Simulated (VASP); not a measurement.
# NbN (Fm-3m) in VASP: a series of runs

Runs on NbN. Level: r2SCAN. Tasks: single point, relaxation of cell and atoms.

All numbers are computed with VASP 6.6.1; they aren't measurements. Logs are shortened: lines on timing, memory, paths and dates and some standing lists are left out, and cuts for length are marked.

## 1. The cell of the first run

Symmetry: Fm-3m, No. 225, cubic system. The conventional cell has a = 4.390 Å, b = 4.390 Å, c = 4.390 Å, α = 90.00°, β = 90.00°, γ = 90.00°. Within 2.9 Å of Nb (site symmetry m-3m) lie 6 N at 2.19 Å. Within 2.9 Å of N (site symmetry m-3m) lie 6 Nb at 2.19 Å.

## 2. Single point, r2SCAN

Contents of POSCAR:

```
NbN
1.0
    0.0000000000      2.1949722245      2.1949722245
    2.1949722245      0.0000000000      2.1949722245
    2.1949722245      2.1949722245      0.0000000000
Nb N
1 1
Direct
    0.0000000000      0.0000000000      0.0000000000
    0.5000000000      0.5000000000      0.5000000000
```

Contents of INCAR.step1:

```
SYSTEM = NbN
ALGO = Normal
EDIFF = 1E-5
ENCUT = 660
GGA = PE
GGA_COMPAT = .FALSE.
ISMEAR = -1
LASPH = .TRUE.
LCHARG = .FALSE.
LREAL = .FALSE.
LWAVE = .TRUE.
NBANDS = 16
NELM = 120
PREC = Accurate
SIGMA = 0.1
```

Contents of INCAR.step2:

```
SYSTEM = NbN
ALGO = Normal
EDIFF = 1E-6
ENCUT = 660
GGA_COMPAT = .FALSE.
ISIF = 2
ISMEAR = -1
ISTART = 1
LASPH = .TRUE.
LCHARG = .FALSE.
LMIXTAU = .TRUE.
LREAL = .FALSE.
LWAVE = .FALSE.
METAGGA = R2SCAN
NBANDS = 16
NELM = 120
PREC = Accurate
SIGMA = 0.1
```

Contents of KPOINTS:

```
k-points
0
G
  12 12 12
  0 0 0
```

Potentials or basis: VASP PAW PBE potentials, release 64 (Nb_sv, N).

Started as:

```bash
$ cat potpaw_PBE.64/Nb_sv/POTCAR potpaw_PBE.64/N/POTCAR > POTCAR
$ cp INCAR.step1 INCAR
$ mpirun -np 1 vasp_std > vasp.out
$ cp INCAR.step2 INCAR
$ mpirun -np 1 vasp_std > vasp.out
```

OUTCAR:

```text
SYSTEM = NbN
   EDIFF = 1E-6
   ENCUT = 660
   ISIF = 2
   ISMEAR = -1
   ISTART = 1
   LASPH = .TRUE.
   LREAL = .FALSE.
   METAGGA = R2SCAN
   NELM = 120
   PREC = Accurate

 ion  position               nearest neighbor table
   1  0.000  0.000  0.000-   2 2.19   2 2.19   2 2.19   2 2.19   2 2.19   2 2.19
   2  0.500  0.500  0.500-   1 2.19   1 2.19   1 2.19   1 2.19   1 2.19   1 2.19

  LATTYP: Found a face centered cubic cell.
 ALAT       =     4.3899444490

  Lattice vectors:

 A1 = (   0.0000000000,   2.1949722245,   2.1949722245)
 A2 = (   2.1949722245,   0.0000000000,   2.1949722245)
 A3 = (   2.1949722245,   2.1949722245,   0.0000000000)

Analysis of symmetry for initial positions (statically):
=====================================================================
 Subroutine PRICEL returns:
 Original cell was already a primitive cell.

 Routine SETGRP: Setting up the symmetry group for a
 face centered cubic supercell.

 Subroutine GETGRP returns: Found 48 space group operations
 (whereof 48 operations were pure point group operations)
 out of a pool of 48 trial point group operations.

The static configuration has the point symmetry O_h .

Analysis of symmetry for dynamics (positions and initial velocities):
=====================================================================
 Subroutine PRICEL returns:
 Original cell was already a primitive cell.

 Routine SETGRP: Setting up the symmetry group for a
 face centered cubic supercell.

 Subroutine GETGRP returns: Found 48 space group operations
 (whereof 48 operations were pure point group operations)
 out of a pool of 48 trial point group operations.

The dynamic configuration has the point symmetry O_h .

 Subroutine INISYM returns: Found 48 space group operations
 (whereof 48 operations are pure point group operations),
 and found     1 'primitive' translations

----------------------------------------------------------------------------------------

                                     Primitive cell

  volume of cell :      21.1503

  direct lattice vectors                    reciprocal lattice vectors
     0.000000000  2.194972224  2.194972224    -0.227793315  0.227793315  0.227793315
     2.194972224  0.000000000  2.194972224     0.227793315 -0.227793315  0.227793315
     2.194972224  2.194972224  0.000000000     0.227793315  0.227793315 -0.227793315

  length of vectors
     3.104159489  3.104159489  3.104159489     0.394549596  0.394549596  0.394549596

  position of ions in fractional coordinates (direct lattice)
     0.000000000  0.000000000  0.000000000
     0.500000000  0.500000000  0.500000000

  ion indices of the primitive-cell ions
   primitive index   ion index
                 1           1
                 2           2

----------------------------------------------------------------------------------------

 KPOINTS: k-points

Automatic generation of k-mesh.
 Grid dimensions read from file:
 generate k-points for:   12   12   12

 Generating k-lattice:

  Cartesian coordinates                     Fractional coordinates (reciprocal lattice)
    -0.018982776  0.018982776  0.018982776     0.083333333  0.000000000  0.000000000
     0.018982776 -0.018982776  0.018982776     0.000000000  0.083333333  0.000000000
     0.018982776  0.018982776 -0.018982776     0.000000000  0.000000000  0.083333333

  Length of vectors
     0.032879133  0.032879133  0.032879133

  Shift w.r.t. Gamma in fractional coordinates (k-lattice)
     0.000000000  0.000000000  0.000000000

 Subroutine IBZKPT returns following result:
 ===========================================

 Found     72 irreducible k-points:

 Following reciprocal coordinates:
            Coordinates               Weight
  0.000000  0.000000  0.000000      1.000000
  0.083333  0.000000  0.000000      8.000000
  0.166667  0.000000  0.000000      8.000000
  0.250000  0.000000  0.000000      8.000000
  0.333333  0.000000  0.000000      8.000000
  0.416667  0.000000  0.000000      8.000000
[... 16 lines left out ...]
  0.500000  0.166667  0.000000     24.000000
 -0.416667  0.166667  0.000000     24.000000
 [... further k-points ...]
   k-points           NKPTS =     72   k-points in BZ     NKDIM =     72   number of bands    NBANDS=     16
   number of dos      NEDOS =    301   number of ions     NIONS =      2
   total plane-waves  NPLWV =  21952
   dimension x,y,z NGX =    28 NGY =   28 NGZ =   28
   dimension x,y,z NGXF=    56 NGYF=   56 NGZF=   56
   ions per type =               1   1
   NGX,Y,Z   is equivalent  to a cutoff of  15.00, 15.00, 15.00 a.u.
   NGXF,Y,Z  is equivalent  to a cutoff of  29.99, 29.99, 29.99 a.u.
 SYSTEM =  NbN
   PREC   = accura    normal or accurate (medium, high low for compatibility)
   ISTART =      1    job   : 0-new  1-cont  2-samecut
   ICHARG =      0    charge: 1-file 2-atom 10-const
   ISPIN  =      1    spin polarized calculation?
   LNONCOLLINEAR =      F non collinear calculations
   LSORBIT =      F    spin-orbit coupling
   LASPH  =      T    aspherical Exc in radial PAW
   ENCUT  =  660.0 eV  48.51 Ry    6.96 a.u.   6.50  6.50  6.50*2*pi/ulx,y,z
   NELM   =    120;   NELMIN=  2; NELMDL=  0     # of ELM steps
   EDIFF  = 0.1E-05   stopping-criterion for ELM
   LREAL  =      F    real-space projection
   EDIFFG = 0.1E-04   stopping-criterion for IOM
   NSW    =      0    number of steps for IOM
   IBRION =     -1    ionic relax: 0-MD 1-quasi-New 2-CG
   NFREE  =      0    steps in history (QN), initial steepest desc. (CG)
   ISIF   =      2    stress and relaxation
   ISYM   =      2    0-nonsym 1-usesym 2-fastsym
   POTIM  = 0.5000    time-step for ionic-motion
   TEBEG  =    0.0;   TEEND  =   0.0 temperature during run
   PSTRESS=    0.0 pullay stress
   NELECT =      18.0000    total number of electrons
   NUPDOWN=      -1.0000    fix difference up-down
   EMIN   =  10.00;   EMAX   =-10.00  energy-range for DOS
   EFERMI =   0.00;   METHOD = LEGACY
   ISMEAR =    -1;   SIGMA  =   0.10  broadening in eV -4-tet -1-fermi 0-gaus
   EFERMI_NEDOS =   21; number of points for ismear=-14 and -15
   IALGO  =     38    algorithm
   IMIX   =      4    mixing-type and parameters
     AMIX     =   0.40;   BMIX     =  1.00
     AMIX_MAG =   1.60;   BMIX_MAG =  1.00
  volume/ion in A,a.u.               =      10.58        71.36
  Fermi-wavevector in a.u.,A,eV,Ry     =   1.551410  2.931740 32.747503  2.406874
  Thomas-Fermi vector in A             =   2.655934
   LORBIT       =      0    0 simple, 1 ext, 2 COOP (PROOUT), +10 PAW based schemes
   METAGGA = R2SCAN    functional components
   LHFCALC =     F    Hartree Fock is set to
   AEXX    =    0.0000 exact exchange contribution
   IVDW    =     0    specifies the selected vdW correction
   LEPSILON=     F    determine dielectric tensor
   LRPA    =     F    only Hartree local field effects (RPA)
 non-spin polarized calculation
  energy-cutoff  :      660.00
  volume of cell :       21.15
 maximum number of plane-waves:       869
 NGX is ok and might be reduce to    28
   NGX = 13   NGY = 13   NGZ = 13

 number of electron      17.9999999 magnetization

 Free energy of the ion-electron system (eV)
  ---------------------------------------------------
  ext. energy  EPLUGINS =         0.00000000
  ---------------------------------------------------
  free energy    TOTEN  =       -36.26305885 eV

  energy without entropy =      -36.23098022  energy(sigma->0) =      -36.24701954

 E-fermi :  14.1532     XC(G=0): -14.3459

 val. band max:       14.1085618319   @ k =  -0.3333   0.3333   0.1667
 cond. band min:      14.1611765898   @ k =   0.2500   0.0833   0.0000
 fundamental gap:      0.0526147579
 Fermi energy:        14.1531738790

 k-point     1 :       0.0000    0.0000    0.0000
  band No.  band energies     occupation
      1     -44.1777      2.00000
      2     -19.1038      2.00000
      3     -19.1038      2.00000
      4     -19.1038      2.00000
      5      -4.5874      2.00000
      6      10.5132      2.00000
[... 8 lines left out ...]
     15      24.2259      0.00000
     16      37.5813      0.00000

 k-point     2 :       0.0833    0.0000    0.0000
  band No.  band energies     occupation
      1     -44.1681      2.00000
      2     -19.1852      2.00000
      3     -19.1101      2.00000
      4     -19.1101      2.00000
      5      -4.4326      2.00000
      6       9.7589      2.00000
[... 8 lines left out ...]
     15      24.6842      0.00000
     16      36.2412      0.00000

 k-point     3 :       0.1667    0.0000    0.0000
  band No.  band energies     occupation
      1     -44.1418      2.00000
      2     -19.4021      2.00000
      3     -19.1273      2.00000
      4     -19.1273      2.00000
      5      -4.0046      2.00000
      6       8.3903      2.00000
[... 8 lines left out ...]
     15      25.8213      0.00000
     16      34.1321      0.00000

 k-point     4 :       0.2500    0.0000    0.0000
  band No.  band energies     occupation
      1     -44.1056      2.00000
      2     -19.6864      2.00000
      3     -19.1506      2.00000
      4     -19.1506      2.00000
      5      -3.4001      2.00000
      6       6.9886      2.00000
[... 8 lines left out ...]
     15      26.8444      0.00000
     16      32.2379      0.00000
[... 324 lines left out ...]
 k-point    22 :       0.4167    0.1667    0.0000
  band No.  band energies     occupation
      1     -44.0396      2.00000
      2     -19.9717      2.00000
      3     -19.3038      2.00000
      4     -19.2716      2.00000
      5      -2.8461      2.00000
      6       5.8225      2.00000
[... 8 lines left out ...]
     15      27.1788      0.00000
     16      28.9921      0.00000

 k-point    23 :       0.5000    0.1667    0.0000
  band No.  band energies     occupation
      1     -44.0208      2.00000
      2     -20.0876      2.00000
      3     -19.3549      2.00000
      4     -19.2628      2.00000
      5      -2.5621      2.00000
      6       5.4722      2.00000
[... 8 lines left out ...]
     15      27.0168      0.00000
     16      28.3932      0.00000

 k-point    24 :      -0.4167    0.1667    0.0000
  band No.  band energies     occupation
      1     -44.0183      2.00000
      2     -20.1006      2.00000
      3     -19.3918      2.00000
      4     -19.2361      2.00000
      5      -2.4571      2.00000
      6       5.2922      2.00000
[... 8 lines left out ...]
     15      27.1687      0.00000
     16      27.5265      0.00000

 [... further k-points ...]

------------------------ aborting loop because EDIFF is reached ----------------------------------------

  FORCE on cell =-STRESS in cart. coord.  units (eV):
  Direction    XX          YY          ZZ          XY          YZ          ZX
  --------------------------------------------------------------------------------------
  -------------------------------------------------------------------------------------
  Total        0.6668748      0.6668748      0.6668748      0.0000000     -0.0000000     -0.0000000
  in kB       50.5170286     50.5170286     50.5170286      0.0000000     -0.0000000     -0.0000000
  external PRESSURE =      50.5170286 kB  Pullay stress =       0.0000000 kB

 VOLUME and BASIS-vectors are now :
 -----------------------------------------------------------------------------
  energy-cutoff  :      660.00
  volume of cell :       21.15
      direct lattice vectors                 reciprocal lattice vectors
     0.000000000  2.194972224  2.194972224    -0.227793315  0.227793315  0.227793315
     2.194972224  0.000000000  2.194972224     0.227793315 -0.227793315  0.227793315
     2.194972224  2.194972224  0.000000000     0.227793315  0.227793315 -0.227793315

 POSITION                                       TOTAL-FORCE (eV/Angst)
 -----------------------------------------------------------------------------------
      0.00000      0.00000      0.00000         0.000000     -0.000000     -0.000000
      2.19497      2.19497      2.19497        -0.000000      0.000000      0.000000
 -----------------------------------------------------------------------------------
    total drift:                                0.000000      0.000000      0.000000

  FREE ENERGIE OF THE ION-ELECTRON SYSTEM (eV)
  ---------------------------------------------------
  free  energy   TOTEN  =       -36.2630588541 eV

  energy  without entropy=      -36.2309802161  energy(sigma->0) =      -36.24701954
```

Wall time 2.6 min (1 thread of Intel Xeon 8259CL, shared host); peak memory 0.19 GiB.

What came out:

```
Free energy            : -36.2631 eV
Pressure               : 5.1 GPa
Band gap on the k mesh : zero (bands 9 and 10 overlap by 3.59 eV)
```

Caveat: the cell stands under pressure; the PAW data sets were made with another functional, which shifts forces and pressure a little.

## 3. Relaxation of cell and atoms, r2SCAN, target pressure 5 GPa, at which the enthalpy is minimised

This run uses another cell than the first one, of 12.79 Å³/atom.

Contents of POSCAR:

```
NbN
1.0
    0.0000000000      2.3388539100      2.3388539100
    2.3388539100      0.0000000000      2.3388539100
    2.3388539100      2.3388539100      0.0000000000
Nb N
1 1
Direct
    0.0000000000      0.0000000000      0.0000000000
    0.5000000000      0.5000000000      0.5000000000
```

Contents of INCAR.step1:

```
SYSTEM = NbN
PREC     = Accurate       ! precision mode
ENCUT    = 660            ! plane-wave cutoff, eV
ISMEAR   = -1             ! smearing method
SIGMA    = 0.1            ! smearing width, eV
LREAL    = .FALSE.        ! projectors in reciprocal space
LASPH    = .TRUE.         ! aspherical terms in the spheres
NELM     = 120            ! most SCF steps
GGA      = PE             ! functional
ALGO     = Normal         ! electronic algorithm
EDIFF    = 1E-5           ! SCF threshold, eV
LWAVE    = .TRUE.         ! write WAVECAR
LCHARG   = .FALSE.        ! write CHGCAR
GGA_COMPAT= .FALSE.      
IBRION   = 2              ! ionic algorithm
ISIF     = 3              ! what is computed and relaxed
EDIFFG   = -0.005         ! ionic threshold
NELMIN   = 4            
NSW      = 100            ! ionic steps
```

Contents of INCAR.step2:

```
SYSTEM = NbN
PREC     = Accurate       ! precision mode
ENCUT    = 660            ! plane-wave cutoff, eV
EDIFF    = 1E-7           ! SCF threshold, eV
ISMEAR   = -1             ! smearing method
SIGMA    = 0.1            ! smearing width, eV
LREAL    = .FALSE.        ! projectors in reciprocal space
LASPH    = .TRUE.         ! aspherical terms in the spheres
NELM     = 120            ! most SCF steps
ALGO     = Normal         ! electronic algorithm
ISIF     = 3              ! what is computed and relaxed
LWAVE    = .FALSE.        ! write WAVECAR
LCHARG   = .FALSE.        ! write CHGCAR
METAGGA  = R2SCAN         ! meta-GGA
LMIXTAU  = .TRUE.       
IBRION   = 2              ! ionic algorithm
NSW      = 60             ! ionic steps
EDIFFG   = -0.03          ! ionic threshold
PSTRESS  = 50.0         
ISTART   = 1            
GGA_COMPAT= .FALSE.      
NELMIN   = 4
```

Contents of KPOINTS:

```
regular mesh
0
G
  12 12 12
  0 0 0
```

Potentials or basis: VASP PAW PBE potentials, release 64 (Nb_sv, N).

Started as:

```bash
$ cat potpaw_PBE.64/Nb_sv/POTCAR potpaw_PBE.64/N/POTCAR > POTCAR
$ cp INCAR.step1 INCAR
$ mpirun -np 1 vasp_std > vasp.out
$ cp INCAR.step2 INCAR
$ mpirun -np 1 vasp_std > vasp.out
```

It took 12 min on 1 thread of Intel Xeon 8259CL, shared host; peak memory 0.2 GiB.

Results (log left out):

```
Free energy                                                : -36.2663 eV
Relaxed volume                                             : 10.57 Å³/atom
Relaxed cell                                               : a = 3.104 Å, b = 3.104 Å, c = 3.104 Å, α = 60.00°, β = 60.00°, γ = 60.00°
Space group after relaxing (to 0.1 Å)                      : Fm-3m (No. 225)
Energy change on relaxing (the run minimises the enthalpy) : -287.0 meV/atom
Ionic steps                                                : 5
Pressure after relaxing                                    : 5.0 GPa
```

Step by step:
| step | energy change (eV) | largest force (eV/Å) | pressure (GPa) | volume (Å³) |
| --- | --- | --- | --- | --- |
| 1 | 0.0000 | 0.0000 | -38.42 | 25.59 |
| 2 | 3.4612 | 0.0000 | 268.12 | 14.78 |
| 3 | -0.5778 | 0.0000 | -2.41 | 21.63 |
| 4 | -0.5781 | 0.0000 | 2.17 | 21.33 |
| 5 | -0.5740 | 0.0000 | 5.04 | 21.15 |

Final structure:
```
CELL_PARAMETERS angstrom
0.00000 2.19492 2.19492
2.19492 0.00000 2.19492
2.19492 2.19492 0.00000
ATOMIC_POSITIONS crystal
Nb 0.00000 0.00000 0.00000
N 0.50000 0.50000 0.50000
```

Levels at points of the mesh, in eV from the Fermi level:
```tsv
k point	band 5	band 6	band 7	band 8	band 9	band 10	band 11	band 12	band 13
(0.00, 0.00, 0.00)	-18.74	-3.64	-3.64	-3.64	-2.06	-2.06	-2.06	-0.05	-0.05
(0.50, 0.00, 0.00)	-16.18	-9.54	-7.47	-7.47	1.53	1.53	2.10	4.95	7.16
(0.50, 0.50, 0.00)	-18.08	-6.08	-5.15	-4.32	-4.32	1.74	2.85	2.85	4.27
```

Caveat: the cell is relaxed towards a set pressure, so the run minimises the enthalpy, not the energy; the volume moved by over 15 % at a fixed basis, so the end points are rough; the highest band is partly filled, so the run has too few bands; the PAW data sets were made with another functional, which shifts forces and pressure a little.

The gap in the log of VASP goes by the Fermi energy; the results here count the filled bands.